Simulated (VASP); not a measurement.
Input of a VASP 6.6.1 run:

Contents of INCAR:

```
SYSTEM = Rb
PREC = Accurate ; ENCUT = 520
EDIFF = 1E-6 ; ISMEAR = -1
SIGMA = 0.1 ; LREAL = .False.
LASPH = .True. ; NELM = 80
ALGO = Normal ; ISIF = 2
LWAVE = .False. ; LCHARG = .False.
GGA = PE ; NBANDS = 10
```

Contents of KPOINTS:

```
Automatic mesh
0
Gamma
  13 13 13
  0 0 0
```

POSCAR

```
Rb
1.0
   -2.7581694463      2.7581694463      2.7581694463
    2.7581694463     -2.7581694463      2.7581694463
    2.7581694463      2.7581694463     -2.7581694463
Rb
1
Direct
    0.0000000000      0.0000000000      0.0000000000
```

Potentials or basis: VASP PAW PBE potentials, release 64 (Rb_sv).

The run is started by

```bash
$ cat potpaw_PBE.64/Rb_sv/POTCAR > POTCAR
$ mpirun -np 1 vasp_std > vasp.out
```

Question: What does it give for the pressure?

Answer: 0.3 GPa.
